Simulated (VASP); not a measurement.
A run of VASP 6.6.1:

Contents of POSCAR:

```
Au
1.0
    2.8902925733      0.0000000000      0.0000000000
   -1.4451462866      2.5030667928      0.0000000000
    0.0000000000      0.0000000000     27.1617892398
Au
6
Direct
    0.3333333333      0.6666666667      0.2761231940
    0.6666666667      0.3333333333      0.3656739164
    0.3333333333      0.6666666667      0.4552246388
    0.6666666667      0.3333333333      0.5447753612
    0.3333333333      0.6666666667      0.6343260836
    0.6666666667      0.3333333333      0.7238768060
```

File INCAR.step1:

```
SYSTEM = Au
PREC = Accurate
ENCUT = 520
ISMEAR = 0
SIGMA = 0.1
LREAL = .FALSE.
LASPH = .TRUE.
NELM = 60
LDIPOL = .TRUE.
IDIPOL = 3
DIPOL = 0.5 0.5 0.500
NBANDS = 42
GGA = PE
ALGO = Normal
EDIFF = 1E-4
LWAVE = .TRUE.
LCHARG = .FALSE.
```

Contents of INCAR.step2:

```
SYSTEM = Au
PREC = Accurate
ENCUT = 520
EDIFF = 1E-6
ISMEAR = 0
SIGMA = 0.1
LREAL = .FALSE.
LASPH = .TRUE.
NELM = 60
ALGO = Normal
ISIF = 2
LWAVE = .FALSE.
LCHARG = .FALSE.
LDIPOL = .TRUE.
IDIPOL = 3
DIPOL = 0.5 0.5 0.500
METAGGA = R2SCAN
LMIXTAU = .TRUE.
NBANDS = 42
ISTART = 1
```

KPOINTS

```
regular mesh
0
G
  12 12 1
  0 0 0
```

Potentials or basis: VASP PAW PBE potentials, release 64 (Au).

Launch:

```console
$ cat potpaw_PBE.64/Au/POTCAR > POTCAR
$ cp INCAR.step1 INCAR
$ mpirun -np 1 vasp_std > vasp.out
$ cp INCAR.step2 INCAR
$ mpirun -np 1 vasp_std > vasp.out
```

Hardware: 1 thread of Intel(R) Xeon(R) 6975P-C (Granite Rapids), with other jobs on the host.

Task: Estimate the wall time of this run.

Result: Wall time 11 min on 1 thread of Intel(R) Xeon(R) 6975P-C (Granite Rapids), on a shared host, peak memory 0.42 GiB. Counts: k points 19.
